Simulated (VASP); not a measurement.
# VAu (R-3m) in VASP: settings compared

Aim: see how the results for VAu move with the level of theory and the settings. Levels: r2SCAN, PBE. Tasks: single point.

All numbers are computed with VASP 6.6.1; they aren't measurements. Logs are shortened: lines on timing, memory, paths and dates and some standing lists are left out, and cuts for length are marked.

## (1) The cell of the first run

The structure is trigonal, space group R-3m (No. 166). Conventional cell: a = 2.846 Å, b = 2.846 Å, c = 13.192 Å, α = 90.00°, β = 90.00°, γ = 120.00°. Au (site symmetry -3m) has 6 V at 2.74 Å and 6 Au at 2.85 Å within 3.6 Å. Within 3.6 Å of V (site symmetry -3m) lie 6 Au at 2.74 Å and 6 V at 2.85 Å.

## (2) Single point, r2SCAN, collinear spin, ferromagnetic start

The input, POSCAR:

```
VAu
1.0
    1.4229827356      0.8215594655      4.3974525730
   -1.4229827356      0.8215594655      4.3974525730
    0.0000000000     -1.6431189310      4.3974525730
Au V
1 1
Direct
    0.0000000000      0.0000000000      0.0000000000
    0.5000000000      0.5000000000      0.5000000000
```

The input, INCAR.step1:

```
SYSTEM = VAu
PREC = Accurate
ENCUT = 520
ISMEAR = -1
SIGMA = 0.05
LREAL = .False.
LASPH = .True.
NELM = 150
ISPIN = 2
MAGMOM = 0 2
LMAXMIX = 4
NBANDS = 23
GGA = PE
ALGO = Normal
EDIFF = 1E-4
LWAVE = .True.
LCHARG = .False.
```

The input, INCAR.step2:

```
SYSTEM = VAu
PREC = Accurate
ENCUT = 520
EDIFF = 1E-7
ISMEAR = -1
SIGMA = 0.05
LREAL = .False.
LASPH = .True.
NELM = 150
ALGO = Normal
ISIF = 2
LWAVE = .False.
LCHARG = .False.
ISPIN = 2
MAGMOM = 0 2
LORBIT = 11
LMAXMIX = 4
METAGGA = R2SCAN
LMIXTAU = .True.
NBANDS = 23
ISTART = 1
```

The input, KPOINTS:

```
regular mesh
0
Gamma
  11 11 11
  0 0 0
```

Potentials or basis: VASP PAW PBE potentials, release 64 (Au, V_sv).

Run with:

```sh
cat potpaw_PBE.64/Au/POTCAR potpaw_PBE.64/V_sv/POTCAR > POTCAR
cp INCAR.step1 INCAR
mpirun -np 1 vasp_std > vasp.out
cp INCAR.step2 INCAR
mpirun -np 1 vasp_std > vasp.out
```

OUTCAR:

```text
SYSTEM = VAu
   PREC = Accurate
   ENCUT = 520
   EDIFF = 1E-7
   ISMEAR = -1
   LREAL = .False.
   LASPH = .True.
   NELM = 150
   ISIF = 2
   ISPIN = 2
   LORBIT = 11
   METAGGA = R2SCAN
   ISTART = 1

 ion  position               nearest neighbor table
   1  0.000  0.000  0.000-   2 2.74   2 2.74   2 2.74   2 2.74   2 2.74   2 2.74
   2  0.500  0.500  0.500-   1 2.74   1 2.74   1 2.74   1 2.74   1 2.74   1 2.74

  LATTYP: Found a trigonal (rhomboedric) cell.
 ALAT       =     4.6944040040
 COS(alpha) =     0.8162326585

  Lattice vectors:

 A1 = (   1.4229827356,   0.8215594655,   4.3974525730)
 A2 = (  -1.4229827356,   0.8215594655,   4.3974525730)
 A3 = (   0.0000000000,  -1.6431189310,   4.3974525730)

Analysis of symmetry for initial positions (statically):
=====================================================================
 Subroutine PRICEL returns:
 Original cell was already a primitive cell.

 Routine SETGRP: Setting up the symmetry group for a
 trigonal (rhombohedral) supercell.

 Subroutine GETGRP returns: Found 12 space group operations
 (whereof 12 operations were pure point group operations)
 out of a pool of 12 trial point group operations.

The static configuration has the point symmetry D_3d.

Analysis of symmetry for dynamics (positions and initial velocities):
=====================================================================
 Subroutine PRICEL returns:
 Original cell was already a primitive cell.

 Routine SETGRP: Setting up the symmetry group for a
 trigonal (rhombohedral) supercell.

 Subroutine GETGRP returns: Found 12 space group operations
 (whereof 12 operations were pure point group operations)
 out of a pool of 12 trial point group operations.

The dynamic configuration has the point symmetry D_3d.

Analysis of structural, dynamic, and magnetic symmetry:
=====================================================================
 Subroutine PRICEL returns:
 Original cell was already a primitive cell.

 Routine SETGRP: Setting up the symmetry group for a
 trigonal (rhombohedral) supercell.

 Subroutine GETGRP returns: Found 12 space group operations
 (whereof 12 operations were pure point group operations)
 out of a pool of 12 trial point group operations.

The overall configuration has the point symmetry D_3d.

 Subroutine INISYM returns: Found 12 space group operations
 (whereof 12 operations are pure point group operations),
 and found     1 'primitive' translations

----------------------------------------------------------------------------------------

[... 114 lines left out ...]
  Fermi-wavevector in a.u.,A,eV,Ry     =   1.505734  2.845424 30.847599  2.267235
  Thomas-Fermi vector in A             =   2.616544
   LORBIT       =     11    0 simple, 1 ext, 2 COOP (PROOUT), +10 PAW based schemes
   METAGGA = R2SCAN    functional components
   LHFCALC =     F    Hartree Fock is set to
   AEXX    =    0.0000 exact exchange contribution
   IVDW    =     0    specifies the selected vdW correction
   LEPSILON=     F    determine dielectric tensor
   LRPA    =     F    only Hartree local field effects (RPA)
 spin polarized calculation
  energy-cutoff  :      520.00
  volume of cell :       30.85
 maximum number of plane-waves:       845
   NGX = 17   NGY = 17   NGZ = 17

 number of electron      24.0000003 magnetization       0.0000551

 Free energy of the ion-electron system (eV)
  ---------------------------------------------------
  ext. energy  EPLUGINS =         0.00000000
  ---------------------------------------------------
  free energy    TOTEN  =       -64.24911819 eV

  energy without entropy =      -64.23344344  energy(sigma->0) =      -64.24128082

 E-fermi :   9.8785     XC(G=0): -13.8616

 val. band max:        9.8717437667   @ k =  -0.4545   0.4545   0.0909
 cond. band min:       9.8882605919   @ k =  -0.3636   0.2727   0.0909
 fundamental gap:      0.0165168251
 Fermi energy:         9.8784654516

 spin component 1

 k-point     1 :       0.0000    0.0000    0.0000
  band No.  band energies     occupation
      1     -57.1301      1.00000
      2     -29.9834      1.00000
      3     -29.5442      1.00000
      4     -29.5442      1.00000
      5       0.0306      1.00000
      6       2.8345      1.00000
[... 613 lines left out ...]
     22      30.1804      0.00000
     23      31.3470      0.00000

 [... further k-points ...]

 spin component 2

 k-point     1 :       0.0000    0.0000    0.0000
  band No.  band energies     occupation
      1     -57.1301      1.00000
      2     -29.9834      1.00000
      3     -29.5441      1.00000
      4     -29.5441      1.00000
      5       0.0306      1.00000
      6       2.8345      1.00000
[... 613 lines left out ...]
     22      30.1804      0.00000
     23      31.3470      0.00000

 [... further k-points ...]

------------------------ aborting loop because EDIFF is reached ----------------------------------------

  FORCE on cell =-STRESS in cart. coord.  units (eV):
  Direction    XX          YY          ZZ          XY          YZ          ZX
  --------------------------------------------------------------------------------------
  -------------------------------------------------------------------------------------
  Total       -0.6826171     -0.6826171      2.0032194      0.0000000      0.0000000      0.0000000
  in kB      -35.4565683    -35.4565683    104.0514305      0.0000000      0.0000000      0.0000000
  external PRESSURE =      11.0460980 kB  Pullay stress =       0.0000000 kB

 VOLUME and BASIS-vectors are now :
 -----------------------------------------------------------------------------
  energy-cutoff  :      520.00
  volume of cell :       30.85
      direct lattice vectors                 reciprocal lattice vectors
     1.422982736  0.821559466  4.397452573     0.351374607  0.202866224  0.075801462
    -1.422982736  0.821559466  4.397452573    -0.351374607  0.202866224  0.075801462
     0.000000000 -1.643118931  4.397452573     0.000000000 -0.405732448  0.075801462

 POSITION                                       TOTAL-FORCE (eV/Angst)
 -----------------------------------------------------------------------------------
      0.00000      0.00000      0.00000         0.000000      0.000000     -0.000000
      0.00000      0.00000      6.59618        -0.000000     -0.000000      0.000000
 -----------------------------------------------------------------------------------
    total drift:                                0.000000     -0.000000      0.000000

  FREE ENERGIE OF THE ION-ELECTRON SYSTEM (eV)
  ---------------------------------------------------
  free  energy   TOTEN  =       -64.2491181936 eV

  energy  without entropy=      -64.2334434390  energy(sigma->0) =      -64.24128082

 total charge

# of ion       s       p       d       tot
------------------------------------------
    1        0.672   0.532   8.643   9.848
    2        2.272   6.181   2.925  11.378
--------------------------------------------------
tot          2.944   6.714  11.568  21.226

 magnetization (x)

# of ion       s       p       d       tot
------------------------------------------
    1       -0.000  -0.000   0.000   0.000
    2        0.000   0.000   0.000   0.000
--------------------------------------------------
tot          0.000   0.000   0.000   0.000
```

Wall time 15 min (1 thread of AMD EPYC 9R45 (Zen 5), shared host); peak memory 0.35 GiB.

What came out:

```
Free energy                                           : -64.2491 eV
Pressure                                              : 1.1 GPa
Band gap on the k mesh                                : zero (filled and empty bands overlap)
Net moment                                            : 0.00 μB per cell
Valence electrons inside the program's atomic spheres : Au 9.85; V 11.38
```

Caveat: the PAW data sets were made with another functional, which shifts forces and pressure a little; spin-orbit coupling is left out, which moves the levels of the heavy elements.

(Continued in part 2 of 2.)
